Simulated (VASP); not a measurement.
# Rh (P6_3/mmc) in VASP: a series of runs

Rh is run at these levels: r2SCAN; tasks: single point.

Everything below comes from runs of VASP 6.6.1. Logs are shortened: lines on timing, memory, paths and dates and some standing lists are left out, and cuts for length are marked.

## (1) The cell of the first run

The structure is hexagonal, space group P6_3/mmc (No. 194). The conventional cell has a = 2.713 Å, b = 2.713 Å, c = 4.399 Å, α = 90.00°, β = 90.00°, γ = 120.00°. Within 3.6 Å of Rh (site symmetry -6m2) lie 12 Rh at 2.70 to 2.71 Å.

## (2) Single point, r2SCAN

Input file POSCAR:

```
Rh
1.0
    2.7126497715      0.0000000000      0.0000000000
   -1.3563248858      2.3492236138      0.0000000000
    0.0000000000      0.0000000000      4.3987667018
Rh
2
Direct
    0.3333333333      0.6666666667      0.2500000000
    0.6666666667      0.3333333333      0.7500000000
```

Input file INCAR.step1:

```
SYSTEM = Rh
  PREC = Accurate
  ENCUT = 580
  ISMEAR = -1
  SIGMA = 0.05
  LREAL = .False.
  LASPH = .True.
  NELM = 120
  NBANDS = 24
  GGA = PE
  ALGO = Normal
  EDIFF = 1E-5
  LWAVE = .True.
  LCHARG = .False.
  GGA_COMPAT = .False.
```

Input file INCAR.step2:

```
SYSTEM = Rh
  PREC = Accurate
  ENCUT = 580
  EDIFF = 1E-6
  ISMEAR = -1
  SIGMA = 0.05
  LREAL = .False.
  LASPH = .True.
  NELM = 120
  ALGO = Normal
  ISIF = 2
  LWAVE = .False.
  LCHARG = .True.
  METAGGA = R2SCAN
  LMIXTAU = .True.
  LELF = .True.
  LVHAR = .True.
  NBANDS = 24
  ISTART = 1
  GGA_COMPAT = .False.
```

Input file KPOINTS:

```
regular mesh
0
Gamma
  11 11 6
  0 0 0
```

Potentials or basis: VASP PAW PBE potentials, release 64 (Rh_sv_GW).

Started as:

```console
$ cat potpaw_PBE.64/Rh_sv_GW/POTCAR > POTCAR
$ cp INCAR.step1 INCAR
$ mpirun -np 1 vasp_std > vasp.out
$ cp INCAR.step2 INCAR
$ mpirun -np 1 vasp_std > vasp.out
```

OUTCAR:

```text
SYSTEM = Rh
   PREC = Accurate
   ENCUT = 580
   EDIFF = 1E-6
   ISMEAR = -1
   LREAL = .False.
   LASPH = .True.
   NELM = 120
   ISIF = 2
   METAGGA = R2SCAN
   ISTART = 1

 ion  position               nearest neighbor table
   1  0.333  0.667  0.250-
   2  0.667  0.333  0.750-

  LATTYP: Found a hexagonal cell.
 ALAT       =     2.7126497715
 C/A-ratio  =     1.6215756077

  Lattice vectors:

 A1 = (   2.7126497715,   0.0000000000,   0.0000000000)
 A2 = (  -1.3563248858,   2.3492236138,   0.0000000000)
 A3 = (   0.0000000000,   0.0000000000,   4.3987667018)

Analysis of symmetry for initial positions (statically):
=====================================================================
 Subroutine PRICEL returns:
 Original cell was already a primitive cell.

 Routine SETGRP: Setting up the symmetry group for a
 hexagonal supercell.

 Subroutine GETGRP returns: Found 24 space group operations
 (whereof 12 operations were pure point group operations)
 out of a pool of 24 trial point group operations.

The static configuration has the point symmetry D_3d.
 The point group associated with its full space group is D_6h.

Analysis of symmetry for dynamics (positions and initial velocities):
=====================================================================
 Subroutine PRICEL returns:
 Original cell was already a primitive cell.

 Routine SETGRP: Setting up the symmetry group for a
 hexagonal supercell.

 Subroutine GETGRP returns: Found 24 space group operations
 (whereof 12 operations were pure point group operations)
 out of a pool of 24 trial point group operations.

The dynamic configuration has the point symmetry D_3d.
 The point group associated with its full space group is D_6h.

 Subroutine INISYM returns: Found 24 space group operations
 (whereof 12 operations are pure point group operations),
 and found     1 'primitive' translations

----------------------------------------------------------------------------------------

                                     Primitive cell

  volume of cell :      28.0317

  direct lattice vectors                    reciprocal lattice vectors
     2.712649772  0.000000000  0.000000000     0.368643240  0.212836274  0.000000000
    -1.356324886  2.349223614  0.000000000     0.000000000  0.425672547  0.000000000
     0.000000000  0.000000000  4.398766702     0.000000000  0.000000000  0.227336449

  length of vectors
     2.712649772  2.712649772  4.398766702     0.425672547  0.425672547  0.227336449

  position of ions in fractional coordinates (direct lattice)
     0.333333333  0.666666667  0.250000000
     0.666666667  0.333333333  0.750000000

  ion indices of the primitive-cell ions
   primitive index   ion index
                 1           1
                 2           2

----------------------------------------------------------------------------------------

 KPOINTS: regular mesh

Automatic generation of k-mesh.
 Grid dimensions read from file:
 generate k-points for:   11   11    6

 Generating k-lattice:

  Cartesian coordinates                     Fractional coordinates (reciprocal lattice)
     0.033513022  0.019348752  0.000000000     0.090909091 -0.000000000  0.000000000
     0.000000000  0.038697504  0.000000000     0.000000000  0.090909091  0.000000000
     0.000000000  0.000000000  0.037889408     0.000000000  0.000000000  0.166666667

  Length of vectors
     0.038697504  0.038697504  0.037889408

  Shift w.r.t. Gamma in fractional coordinates (k-lattice)
     0.000000000  0.000000000  0.000000000

 Subroutine IBZKPT returns following result:
 ===========================================

 Found     64 irreducible k-points:

 Following reciprocal coordinates:
            Coordinates               Weight
  0.000000  0.000000  0.000000      1.000000
  0.090909  0.000000  0.000000      6.000000
  0.181818  0.000000  0.000000      6.000000
  0.272727  0.000000  0.000000      6.000000
  0.363636  0.000000  0.000000      6.000000
  0.454545  0.000000  0.000000      6.000000
[... 16 lines left out ...]
  0.090909  0.090909  0.166667     12.000000
  0.181818  0.090909  0.166667     24.000000
 [... further k-points ...]
   k-points           NKPTS =     64   k-points in BZ     NKDIM =     64   number of bands    NBANDS=     24
   number of dos      NEDOS =    301   number of ions     NIONS =      2
   total plane-waves  NPLWV =  20736
   dimension x,y,z NGX =    24 NGY =   24 NGZ =   36
   dimension x,y,z NGXF=    48 NGYF=   48 NGZF=   72
   ions per type =               2
   NGX,Y,Z   is equivalent  to a cutoff of  14.71, 14.71, 13.61 a.u.
   NGXF,Y,Z  is equivalent  to a cutoff of  29.42, 29.42, 27.21 a.u.
 SYSTEM =  Rh
   PREC   = accura    normal or accurate (medium, high low for compatibility)
   ISTART =      1    job   : 0-new  1-cont  2-samecut
   ICHARG =      0    charge: 1-file 2-atom 10-const
   ISPIN  =      1    spin polarized calculation?
   LNONCOLLINEAR =      F non collinear calculations
   LSORBIT =      F    spin-orbit coupling
   LASPH  =      T    aspherical Exc in radial PAW
   ENCUT  =  580.0 eV  42.63 Ry    6.53 a.u.   5.33  5.33  8.64*2*pi/ulx,y,z
   NELM   =    120;   NELMIN=  2; NELMDL=  0     # of ELM steps
   EDIFF  = 0.1E-05   stopping-criterion for ELM
   LREAL  =      F    real-space projection
   EDIFFG = 0.1E-04   stopping-criterion for IOM
   NSW    =      0    number of steps for IOM
   IBRION =     -1    ionic relax: 0-MD 1-quasi-New 2-CG
   NFREE  =      0    steps in history (QN), initial steepest desc. (CG)
   ISIF   =      2    stress and relaxation
   ISYM   =      2    0-nonsym 1-usesym 2-fastsym
   POTIM  = 0.5000    time-step for ionic-motion
   TEBEG  =    0.0;   TEEND  =   0.0 temperature during run
   PSTRESS=    0.0 pullay stress
   NELECT =      34.0000    total number of electrons
   NUPDOWN=      -1.0000    fix difference up-down
   EMIN   =  10.00;   EMAX   =-10.00  energy-range for DOS
   EFERMI =   0.00;   METHOD = LEGACY
   ISMEAR =    -1;   SIGMA  =   0.05  broadening in eV -4-tet -1-fermi 0-gaus
   EFERMI_NEDOS =   21; number of points for ismear=-14 and -15
   IALGO  =     38    algorithm
   IMIX   =      4    mixing-type and parameters
     AMIX     =   0.40;   BMIX     =  1.00
     AMIX_MAG =   1.60;   BMIX_MAG =  1.00
  volume/ion in A,a.u.               =      14.02        94.58
  Fermi-wavevector in a.u.,A,eV,Ry     =   1.745895  3.299263 41.472592  3.048150
  Thomas-Fermi vector in A             =   2.817494
   LORBIT       =      0    0 simple, 1 ext, 2 COOP (PROOUT), +10 PAW based schemes
   METAGGA = R2SCAN    functional components
   LHFCALC =     F    Hartree Fock is set to
   AEXX    =    0.0000 exact exchange contribution
   IVDW    =     0    specifies the selected vdW correction
   LEPSILON=     F    determine dielectric tensor
   LRPA    =     F    only Hartree local field effects (RPA)
 non-spin polarized calculation
  energy-cutoff  :      580.00
  volume of cell :       28.03
 maximum number of plane-waves:       905
 NGX is ok and might be reduce to    24
   NGX = 11   NGY = 11   NGZ = 17

 number of electron      33.9999992 magnetization

 Free energy of the ion-electron system (eV)
  ---------------------------------------------------
  ext. energy  EPLUGINS =         0.00000000
  ---------------------------------------------------
  free energy    TOTEN  =       -46.47036080 eV

  energy without entropy =      -46.44234085  energy(sigma->0) =      -46.45635082

 E-fermi :  10.4440     XC(G=0): -15.1316

 val. band max:       10.4426592514   @ k =   0.1818   0.0000   0.3333
 cond. band min:      10.4473439018   @ k =   0.3636   0.0000   0.0000
 fundamental gap:      0.0046846504
 Fermi energy:        10.4440208824

 k-point     1 :       0.0000    0.0000    0.0000
  band No.  band energies     occupation
      1     -70.7295      2.00000
      2     -70.6128      2.00000
      3     -38.1367      2.00000
      4     -37.4883      2.00000
      5     -37.4883      2.00000
      6     -37.3927      2.00000
[... 16 lines left out ...]
     23      29.0899      0.00000
     24      29.7258      0.00000

 k-point     2 :       0.0909    0.0000    0.0000
  band No.  band energies     occupation
      1     -70.7216      2.00000
      2     -70.6092      2.00000
      3     -38.1175      2.00000
      4     -37.5323      2.00000
      5     -37.5029      2.00000
      6     -37.4275      2.00000
[... 16 lines left out ...]
     23      29.4130      0.00000
     24      29.9008      0.00000

 k-point     3 :       0.1818    0.0000    0.0000
  band No.  band energies     occupation
      1     -70.7002      2.00000
      2     -70.5997      2.00000
      3     -38.0634      2.00000
      4     -37.6485      2.00000
      5     -37.5461      2.00000
      6     -37.5392      2.00000
[... 16 lines left out ...]
     23      29.7133      0.00000
     24      29.7944      0.00000

 k-point     4 :       0.2727    0.0000    0.0000
  band No.  band energies     occupation
      1     -70.6706      2.00000
      2     -70.5888      2.00000
      3     -37.9840      2.00000
      4     -37.8015      2.00000
      5     -37.6972      2.00000
      6     -37.5853      2.00000
[... 16 lines left out ...]
     23      27.4774      0.00000
     24      27.9851      0.00000

 k-point     5 :       0.3636    0.0000    0.0000
  band No.  band energies     occupation
      1     -70.6408      2.00000
      2     -70.5811      2.00000
      3     -37.9422      2.00000
      4     -37.8953      2.00000
      5     -37.8321      2.00000
      6     -37.6265      2.00000
[... 451 lines left out ...]
 k-point    22 :       0.4545    0.0000    0.1667
  band No.  band energies     occupation
      1     -70.6177      2.00000
      2     -70.5819      2.00000
      3     -38.0575      2.00000
      4     -37.9471      2.00000
      5     -37.7674      2.00000
      6     -37.6393      2.00000
[... 16 lines left out ...]
     23      24.8846      0.00000
     24      25.3591      0.00000

 k-point    23 :       0.0909    0.0909    0.1667
  band No.  band energies     occupation
      1     -70.7000      2.00000
      2     -70.6097      2.00000
      3     -38.0429      2.00000
      4     -37.5915      2.00000
      5     -37.5616      2.00000
      6     -37.5095      2.00000
[... 16 lines left out ...]
     23      28.9417      0.00000
     24      29.6911      0.00000

 k-point    24 :       0.1818    0.0909    0.1667
  band No.  band energies     occupation
      1     -70.6755      2.00000
      2     -70.5985      2.00000
      3     -37.9946      2.00000
      4     -37.7095      2.00000
      5     -37.6794      2.00000
      6     -37.5596      2.00000
[... 16 lines left out ...]
     23      27.2111      0.00000
     24      28.5079      0.00000

 [... further k-points ...]
[... 5 lines left out ...]
  --------------------------------------------------------------------------------------
  -------------------------------------------------------------------------------------
  Total       -1.0195484     -1.0195484     -1.2692394      0.0000000      0.0000000      0.0000000
  in kB      -58.2732760    -58.2732760    -72.5446058      0.0000000      0.0000000      0.0000000
  external PRESSURE =     -63.0303860 kB  Pullay stress =       0.0000000 kB

 VOLUME and BASIS-vectors are now :
 -----------------------------------------------------------------------------
  energy-cutoff  :      580.00
  volume of cell :       28.03
      direct lattice vectors                 reciprocal lattice vectors
     2.712649772  0.000000000  0.000000000     0.368643240  0.212836274  0.000000000
    -1.356324886  2.349223614  0.000000000     0.000000000  0.425672547  0.000000000
     0.000000000  0.000000000  4.398766702     0.000000000  0.000000000  0.227336449

 POSITION                                       TOTAL-FORCE (eV/Angst)
 -----------------------------------------------------------------------------------
     -0.00000      1.56615      1.09969        -0.000000     -0.000000      0.000000
      1.35632      0.78307      3.29908         0.000000      0.000000      0.000000
 -----------------------------------------------------------------------------------
    total drift:                                0.000000     -0.000000      0.000000

  FREE ENERGIE OF THE ION-ELECTRON SYSTEM (eV)
  ---------------------------------------------------
  free  energy   TOTEN  =       -46.4703608018 eV

  energy  without entropy=      -46.4423408454  energy(sigma->0) =      -46.45635082
```

Run time: 2.5 min. Hardware: 1 thread of AMD EPYC 9R14 (Zen 4), shared host; peak memory 0.17 GiB.

What came out:

```yaml
Free_energy: -46.4704 eV
Pressure: -6.3 GPa
Band_gap_on_the_k_mesh: zero (band 17 reaches 11.06 eV, above the bottom of band 18 at 8.70 eV)
```

Stress tensor (GPa, compression positive):
```
-5.83  0.00  0.00
 0.00 -5.83  0.00
 0.00  0.00 -7.25
```

Caveat: the PAW data sets were made with another functional, which shifts forces and pressure a little.

(Part 1 of 2 ends here.)
